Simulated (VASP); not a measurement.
Wanted: the native input for a VASP 6.6.1 run.

```yaml
Task: single point
Functional: LDA
Potentials_or_basis: VASP PAW LDA potentials, release 64 (Mn_pv, O)
Cutoff: 520 eV
k_mesh: 8 × 8 × 4
Occupations: gaussian, width 0.05 eV
Spin: collinear spin, antiferromagnetic start
Starting_moments: "[3.03, -3.03, -0.04, 0.04, 0.04, -0.04] μB"
Hubbard_terms: Mn d U = 4.0 eV
Dipole_correction: no
Further_INCAR_settings: ALGO = Normal; EDIFF = 1e-06; NBANDS = 38
```

The structure of MnO2 lies in POSCAR:

```
MnO2
1.0
    1.4178470700      0.8185943900      4.2866856900
   -1.4178470700      0.8185943900      4.2866856900
    0.0000000000     -3.2743775600      8.5733713800
Mn O
2 4
Direct
    0.0000000000      0.0000000000      0.0000000000
    0.0000000000      0.0000000000      0.5000000000
    0.2520000000      0.2520000000      0.1260000000
    0.7480000000      0.7480000000      0.3740000000
    0.2520000000      0.2520000000      0.6260000000
    0.7480000000      0.7480000000      0.8740000000
```

One way to write it, as run:

INCAR

```
  PREC = Accurate
  ENCUT = 520
  EDIFF = 1E-6
  ISMEAR = 0
  SIGMA = 0.05
  LREAL = False
  LASPH = True
  NELM = 150
  ALGO = Normal
  ISIF = 2
  LWAVE = False
  LCHARG = True
  ISPIN = 2
  MAGMOM = 3.03 -3.03 -0.04 0.04 0.04 -0.04
  LORBIT = 11
  LMAXMIX = 4
  LDAU = True
  LDAUTYPE = 2
  LDAUL = 2 -1
  LDAUU = 4 0
  LDAUJ = 0 0
  LDAUPRINT = 1
  LELF = True
  LVHAR = True
  NBANDS = 38
```

KPOINTS

```
Automatic mesh
0
Gamma
  8 8 4
```

Potentials or basis: VASP PAW LDA potentials, release 64 (Mn_pv, O).

The run is started by

```sh
$ cat potpaw_LDA.64/Mn_pv/POTCAR potpaw_LDA.64/O/POTCAR > POTCAR
$ mpirun -np 1 vasp_std > vasp.out
```

Results of the run:

```
Pressure                                              : -11.6 GPa
Largest force                                         : 1.890 eV/Å
Band gap on the k mesh                                : 1.55 eV
Net moment                                            : 0.00 μB per cell
Site moments                                          : Mn +3.05, -3.05; O -0.03, +0.03 (each value once) μB
Valence electrons inside the program's atomic spheres : Mn 11.66; O 4.93
```

Caveat: the cell stands under tension; forces of over 1 eV/Å act on the atoms, so gaps and moduli don't describe the material at rest.

It took 12 min on 1 thread of Intel(R) Xeon(R) Platinum 8259CL CPU @ 2.50GHz (Skylake/Cascade Lake) (shared host), peak memory 0.4 GiB.
